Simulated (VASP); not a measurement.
# SnSe (Fm-3m) in VASP: further runs

SnSe is run at these levels: revPBE+D4, BLYP+D3(BJ); tasks: single point.

Program: VASP 6.6.1. These are calculated values, not measurements. Logs are shortened: lines on timing, memory, paths and dates and some standing lists are left out, and cuts for length are marked.

**1. The cell of the first run**

Symmetry: Fm-3m, No. 225, cubic system. Conventional cell: a = 5.955 Å, b = 5.955 Å, c = 5.955 Å, α = 90.00°, β = 90.00°, γ = 90.00°. Within 3.9 Å of Sn (site symmetry m-3m) lie 6 Se at 2.98 Å. Se (site symmetry m-3m) has 6 Sn at 2.98 Å within 3.9 Å.

**2. Single point, revPBE+D4**

Contents of INCAR:

```
PREC = Accurate
ENCUT = 520
EDIFF = 1E-7
ISMEAR = -1
SIGMA = 0.05
LREAL = F
LASPH = T
NELM = 100
ALGO = Normal
ISIF = 2
LWAVE = F
LCHARG = F
GGA = RE
IVDW = 13
NBANDS = 17
```

Contents of KPOINTS:

```
Automatic mesh
0
Gamma
  8 8 8
```

Contents of POSCAR:

```
SnSe
1.0
    0.0000000000      2.9775035599      2.9775035599
    2.9775035599      0.0000000000      2.9775035599
    2.9775035599      2.9775035599      0.0000000000
Sn Se
1 1
Direct
    0.0000000000      0.0000000000      0.0000000000
    0.5000000000      0.5000000000      0.5000000000
```

Potentials or basis: VASP PAW PBE potentials, release 64 (Sn_d, Se).

On the command line:

```sh
cat potpaw_PBE.64/Sn_d/POTCAR potpaw_PBE.64/Se/POTCAR > POTCAR
mpirun -np 1 vasp_std > vasp.out
```

OUTCAR:

```text
PREC = Accurate
   ENCUT = 520
   EDIFF = 1E-7
   ISMEAR = -1
   LREAL = F
   LASPH = T
   NELM = 100
   ISIF = 2
   GGA = RE
   IVDW = 13

 ion  position               nearest neighbor table
   1  0.000  0.000  0.000-   2 2.98   2 2.98   2 2.98   2 2.98   2 2.98   2 2.98
   2  0.500  0.500  0.500-   1 2.98   1 2.98   1 2.98   1 2.98   1 2.98   1 2.98

  LATTYP: Found a face centered cubic cell.
 ALAT       =     5.9550071198

  Lattice vectors:

 A1 = (   0.0000000000,   2.9775035599,   2.9775035599)
 A2 = (   2.9775035599,   0.0000000000,   2.9775035599)
 A3 = (   2.9775035599,   2.9775035599,   0.0000000000)

Analysis of symmetry for initial positions (statically):
=====================================================================
 Subroutine PRICEL returns:
 Original cell was already a primitive cell.

 Routine SETGRP: Setting up the symmetry group for a
 face centered cubic supercell.

 Subroutine GETGRP returns: Found 48 space group operations
[... 9 lines left out ...]

 Routine SETGRP: Setting up the symmetry group for a
 face centered cubic supercell.

 Subroutine GETGRP returns: Found 48 space group operations
[... 11 lines left out ...]
                                     Primitive cell

  volume of cell :      52.7943

  direct lattice vectors                    reciprocal lattice vectors
     0.000000000  2.977503560  2.977503560    -0.167925912  0.167925912  0.167925912
     2.977503560  0.000000000  2.977503560     0.167925912 -0.167925912  0.167925912
     2.977503560  2.977503560  0.000000000     0.167925912  0.167925912 -0.167925912

  length of vectors
     4.210825916  4.210825916  4.210825916     0.290856211  0.290856211  0.290856211

  position of ions in fractional coordinates (direct lattice)
     0.000000000  0.000000000  0.000000000
     0.500000000  0.500000000  0.500000000

  ion indices of the primitive-cell ions
   primitive index   ion index
                 1           1
                 2           2

----------------------------------------------------------------------------------------

 KPOINTS: Automatic mesh

Automatic generation of k-mesh.
 Grid dimensions read from file:
 generate k-points for:    8    8    8

 Generating k-lattice:

  Cartesian coordinates                     Fractional coordinates (reciprocal lattice)
    -0.020990739  0.020990739  0.020990739     0.125000000  0.000000000  0.000000000
     0.020990739 -0.020990739  0.020990739     0.000000000  0.125000000  0.000000000
     0.020990739  0.020990739 -0.020990739     0.000000000  0.000000000  0.125000000

  Length of vectors
     0.036357026  0.036357026  0.036357026

  Shift w.r.t. Gamma in fractional coordinates (k-lattice)
     0.000000000  0.000000000  0.000000000

 Subroutine IBZKPT returns following result:
 ===========================================

 Found     29 irreducible k-points:

 Following reciprocal coordinates:
            Coordinates               Weight
  0.000000  0.000000  0.000000      1.000000
  0.125000  0.000000  0.000000      8.000000
  0.250000  0.000000  0.000000      8.000000
  0.375000  0.000000  0.000000      8.000000
  0.500000  0.000000  0.000000      4.000000
  0.125000  0.125000  0.000000      6.000000
[... 16 lines left out ...]
  0.500000  0.250000  0.125000     48.000000
 -0.375000  0.250000  0.125000     24.000000
 [... further k-points ...]
   k-points           NKPTS =     29   k-points in BZ     NKDIM =     29   number of bands    NBANDS=     17
   number of dos      NEDOS =    301   number of ions     NIONS =      2
   total plane-waves  NPLWV =  32768
   dimension x,y,z NGX =    32 NGY =   32 NGZ =   32
   dimension x,y,z NGXF=    64 NGYF=   64 NGZF=   64
   ions per type =               1   1
   NGX,Y,Z   is equivalent  to a cutoff of  12.63, 12.63, 12.63 a.u.
   NGXF,Y,Z  is equivalent  to a cutoff of  25.27, 25.27, 25.27 a.u.
 SYSTEM =  unknown system
   PREC   = accura    normal or accurate (medium, high low for compatibility)
   ISTART =      0    job   : 0-new  1-cont  2-samecut
   ICHARG =      2    charge: 1-file 2-atom 10-const
   ISPIN  =      1    spin polarized calculation?
   LNONCOLLINEAR =      F non collinear calculations
   LSORBIT =      F    spin-orbit coupling
   LASPH  =      T    aspherical Exc in radial PAW
   ENCUT  =  520.0 eV  38.22 Ry    6.18 a.u.   7.83  7.83  7.83*2*pi/ulx,y,z
   NELM   =    100;   NELMIN=  2; NELMDL= -5     # of ELM steps
   EDIFF  = 0.1E-06   stopping-criterion for ELM
   LREAL  =      F    real-space projection
   EDIFFG = 0.1E-05   stopping-criterion for IOM
   NSW    =      0    number of steps for IOM
   IBRION =     -1    ionic relax: 0-MD 1-quasi-New 2-CG
   NFREE  =      0    steps in history (QN), initial steepest desc. (CG)
   ISIF   =      2    stress and relaxation
   ISYM   =      2    0-nonsym 1-usesym 2-fastsym
   POTIM  = 0.5000    time-step for ionic-motion
   TEBEG  =    0.0;   TEEND  =   0.0 temperature during run
   PSTRESS=    0.0 pullay stress
   NELECT =      20.0000    total number of electrons
   NUPDOWN=      -1.0000    fix difference up-down
   EMIN   =  10.00;   EMAX   =-10.00  energy-range for DOS
   EFERMI =   0.00;   METHOD = LEGACY
   ISMEAR =    -1;   SIGMA  =   0.05  broadening in eV -4-tet -1-fermi 0-gaus
   EFERMI_NEDOS =   21; number of points for ismear=-14 and -15
   IALGO  =     38    algorithm
   IMIX   =      4    mixing-type and parameters
     AMIX     =   0.40;   BMIX     =  1.00
     AMIX_MAG =   1.60;   BMIX_MAG =  1.00
  volume/ion in A,a.u.               =      26.40       178.14
  Fermi-wavevector in a.u.,A,eV,Ry     =   1.184557  2.238488 19.091351  1.403175
  Thomas-Fermi vector in A             =   2.320769
   LORBIT       =      0    0 simple, 1 ext, 2 COOP (PROOUT), +10 PAW based schemes
   GGA     = RE    functional components
   LHFCALC =     F    Hartree Fock is set to
   AEXX    =    0.0000 exact exchange contribution
   IVDW    =    13    specifies the selected vdW correction
   LEPSILON=     F    determine dielectric tensor
   LRPA    =     F    only Hartree local field effects (RPA)
 non-spin polarized calculation
  energy-cutoff  :      520.00
  volume of cell :       52.79
 maximum number of plane-waves:      1433
   NGX = 15   NGY = 15   NGZ = 15

 number of electron      20.0000007 magnetization

 Free energy of the ion-electron system (eV)
  ---------------------------------------------------
  ext. energy  EPLUGINS =         0.00000000
  ---------------------------------------------------
  free energy    TOTEN  =        -7.57102983 eV

  energy without entropy =       -7.57099616  energy(sigma->0) =       -7.57101300

 E-fermi :   6.3664     XC(G=0):  -9.6632

 val. band max:        6.0577160287   @ k =   0.5000   0.0000   0.0000
 cond. band min:       6.7614289192   @ k =   0.5000   0.0000   0.0000
 fundamental gap:      0.7037128904
 Fermi energy:         6.3663874252

 k-point     1 :       0.0000    0.0000    0.0000
  band No.  band energies     occupation
      1     -15.6152      2.00000
      2     -15.6152      2.00000
      3     -15.6152      2.00000
      4     -15.6122      2.00000
      5     -15.6122      2.00000
      6      -8.0418      2.00000
[... 9 lines left out ...]
     16      11.8709      0.00000
     17      14.2121      0.00000

 k-point     2 :       0.1250    0.0000    0.0000
  band No.  band energies     occupation
      1     -15.6148      2.00000
      2     -15.6147      2.00000
      3     -15.6147      2.00000
      4     -15.6118      2.00000
      5     -15.6118      2.00000
      6      -7.9258      2.00000
[... 9 lines left out ...]
     16      12.2541      0.00000
     17      15.2960      0.00000

 k-point     3 :       0.2500    0.0000    0.0000
  band No.  band energies     occupation
      1     -15.6175      2.00000
      2     -15.6175      2.00000
      3     -15.6138      2.00000
      4     -15.6071      2.00000
      5     -15.6071      2.00000
      6      -7.6119      2.00000
[... 9 lines left out ...]
     16      13.2343      0.00000
     17      17.5211      0.00000

 k-point     4 :       0.3750    0.0000    0.0000
  band No.  band energies     occupation
      1     -15.6207      2.00000
      2     -15.6207      2.00000
      3     -15.6129      2.00000
      4     -15.6020      2.00000
      5     -15.6020      2.00000
      6      -7.2289      2.00000
[... 9 lines left out ...]
     16      14.7380      0.00000
     17      17.7223      0.00000

 k-point     5 :       0.5000    0.0000    0.0000
  band No.  band energies     occupation
      1     -15.6220      2.00000
      2     -15.6220      2.00000
      3     -15.6125      2.00000
      4     -15.5999      2.00000
      5     -15.5999      2.00000
      6      -7.0387      2.00000
[... 9 lines left out ...]
     16      16.2747      0.00000
     17      16.3322      0.00000

 k-point     6 :       0.1250    0.1250    0.0000
  band No.  band energies     occupation
      1     -15.6163      2.00000
      2     -15.6156      2.00000
      3     -15.6123      2.00000
      4     -15.6123      2.00000
      5     -15.6109      2.00000
      6      -7.8869      2.00000
[... 9 lines left out ...]
     16      12.9626      0.00000
     17      14.4171      0.00000

 k-point     7 :       0.2500    0.1250    0.0000
  band No.  band energies     occupation
      1     -15.6197      2.00000
      2     -15.6160      2.00000
      3     -15.6132      2.00000
      4     -15.6089      2.00000
      5     -15.6063      2.00000
      6      -7.6379      2.00000
[... 9 lines left out ...]
     16      13.9317      0.00000
     17      15.7545      0.00000

 k-point     8 :       0.3750    0.1250    0.0000
  band No.  band energies     occupation
      1     -15.6234      2.00000
      2     -15.6163      2.00000
      3     -15.6137      2.00000
      4     -15.6052      2.00000
      5     -15.6013      2.00000
      6      -7.2712      2.00000
[... 9 lines left out ...]
     16      15.3481      0.00000
     17      17.6370      0.00000
[... 203 lines left out ...]
      1     -15.6415      2.00000
      2     -15.6203      2.00000
      3     -15.6057      2.00000
      4     -15.5974      2.00000
      5     -15.5965      2.00000
      6      -6.7824      2.00000
[... 9 lines left out ...]
     16      17.4146      0.00000
     17      17.6759      0.00000

 k-point    20 :      -0.3750    0.3750    0.0000
  band No.  band energies     occupation
      1     -15.6369      2.00000
      2     -15.6152      2.00000
      3     -15.6094      2.00000
      4     -15.6005      2.00000
      5     -15.5980      2.00000
      6      -6.7358      2.00000
[... 9 lines left out ...]
     16      16.0836      0.00000
     17      18.5003      0.00000

 k-point    21 :       0.5000    0.5000    0.0000
  band No.  band energies     occupation
      1     -15.6455      2.00000
      2     -15.6226      2.00000
      3     -15.6036      2.00000
      4     -15.5953      2.00000
      5     -15.5953      2.00000
      6      -6.7303      2.00000
[... 9 lines left out ...]
     16      18.0042      0.00000
     17      18.7275      0.00000

 k-point    22 :       0.3750    0.2500    0.1250
  band No.  band energies     occupation
      1     -15.6239      2.00000
      2     -15.6158      2.00000
      3     -15.6132      2.00000
      4     -15.6056      2.00000
      5     -15.6030      2.00000
      6      -7.3594      2.00000
[... 9 lines left out ...]
     16      15.5748      0.00000
     17      15.7137      0.00000

 k-point    23 :       0.5000    0.2500    0.1250
  band No.  band energies     occupation
      1     -15.6270      2.00000
      2     -15.6154      2.00000
      3     -15.6125      2.00000
      4     -15.6036      2.00000
      5     -15.6006      2.00000
      6      -7.0325      2.00000
[... 9 lines left out ...]
     16      15.8392      0.00000
     17      17.2836      0.00000

 k-point    24 :      -0.3750    0.2500    0.1250
  band No.  band energies     occupation
      1     -15.6281      2.00000
      2     -15.6166      2.00000
      3     -15.6093      2.00000
      4     -15.6051      2.00000
      5     -15.5991      2.00000
      6      -6.8771      2.00000
[... 9 lines left out ...]
     16      16.9617      0.00000
     17      16.9919      0.00000

 [... further k-points ...]

------------------------ aborting loop because EDIFF is reached ----------------------------------------

  DFT-D4 for vdW energy calculation

  Edisp (eV):   -1.30321

  FORCE on cell =-STRESS in cart. coord.  units (eV):
  Direction    XX          YY          ZZ          XY          YZ          ZX
  --------------------------------------------------------------------------------------
  -------------------------------------------------------------------------------------
  Total       0.00298     0.00298     0.00298     0.00000     0.00000     0.00000
  in kB       0.09047     0.09047     0.09047     0.00000     0.00000     0.00000
  external pressure =        0.09 kB  Pullay stress =        0.00 kB

 VOLUME and BASIS-vectors are now :
 -----------------------------------------------------------------------------
  energy-cutoff  :      520.00
  volume of cell :       52.79
      direct lattice vectors                 reciprocal lattice vectors
     0.000000000  2.977503560  2.977503560    -0.167925912  0.167925912  0.167925912
     2.977503560  0.000000000  2.977503560     0.167925912 -0.167925912  0.167925912
     2.977503560  2.977503560  0.000000000     0.167925912  0.167925912 -0.167925912

 POSITION                                       TOTAL-FORCE (eV/Angst)
 -----------------------------------------------------------------------------------
      0.00000      0.00000      0.00000         0.000000     -0.000000     -0.000000
      2.97750      2.97750      2.97750        -0.000000      0.000000      0.000000
 -----------------------------------------------------------------------------------
    total drift:                                0.000000     -0.000000     -0.000000

  FREE ENERGIE OF THE ION-ELECTRON SYSTEM (eV)
  ---------------------------------------------------
  free  energy   TOTEN  =        -8.8742444323 eV

  energy  without entropy=       -8.8742107638  energy(sigma->0) =       -8.87422760
```

Run time: 25 s. Hardware: 1 thread of Intel Xeon 6975P-C, shared host; peak memory 0.19 GiB.

What came out:

```yaml
Free_energy: -8.8742 eV
Pressure: 0.0 GPa
Band_gap_on_the_k_mesh: 0.70 eV, direct
Dispersion_energy_per_atom: -0.652 eV
```

Caveat: the PAW data sets were made with another functional, which shifts forces and pressure a little; spin-orbit coupling is left out, which moves the levels of the heavy elements. A k mesh can miss the band edges.

**3. Single point, BLYP+D3(BJ)**

This run uses another cell than the first one, of 27.19 Å³/atom, 1.030 times its volume.

Contents of INCAR:

```
SYSTEM = SnSe
PREC = Accurate
ENCUT = 520
EDIFF = 1E-6
ISMEAR = -1
SIGMA = 0.05
LREAL = .FALSE.
LASPH = .TRUE.
NELM = 100
ALGO = Normal
ISIF = 2
LWAVE = .FALSE.
LCHARG = .FALSE.
GGA = B5
ALDAX = 1.0
AGGAX = 1.0
AGGAC = 1.0
ALDAC = 0.0
IVDW = 12
VDW_S6 = 1.0
VDW_S8 = 2.6996
VDW_A1 = 0.4298
VDW_A2 = 4.2359
NBANDS = 17
```

Contents of KPOINTS:

```
Automatic mesh
0
G
  8 8 8
  0 0 0
```

Contents of POSCAR:

```
SnSe
1.0
    0.0000000000      3.0071521834      3.0071521834
    3.0071521834      0.0000000000      3.0071521834
    3.0071521834      3.0071521834      0.0000000000
Sn Se
1 1
Direct
    0.0000000000      0.0000000000      0.0000000000
    0.5000000000      0.5000000000      0.5000000000
```

Potentials or basis: VASP PAW PBE potentials, release 64 (Sn_d, Se).

On the command line:

```sh
cat potpaw_PBE.64/Sn_d/POTCAR potpaw_PBE.64/Se/POTCAR > POTCAR
mpirun -np 1 vasp_std > vasp.out
```

Run time: 37 s. Hardware: 1 thread of Intel Xeon 6975P-C, shared host; peak memory 0.2 GiB.

Results (log left out):

| Quantity | Value |
| --- | --- |
| Free energy | -8.6252 eV |
| Pressure | 0.1 GPa |
| Band gap on the k mesh | 0.41 eV, direct |
| Dispersion energy per atom | -0.820 eV |

Levels at points of the mesh, in eV from the valence-band top:
```csv
k point,band 8,band 9,band 10,band 11,band 12,band 13
"(0.00, 0.00, 0.00)",-2.31,-2.31,-2.31,4.12,4.12,4.12
"(0.50, 0.00, 0.00)",-2.03,-2.03,0.00,0.41,1.13,1.13
"(0.50, 0.50, 0.00)",-5.50,-3.72,-3.72,3.24,5.15,5.15
```

Caveat: the PAW data sets were made with another functional, which shifts forces and pressure a little; spin-orbit coupling is left out, which moves the levels of the heavy elements. A k mesh can miss the band edges.
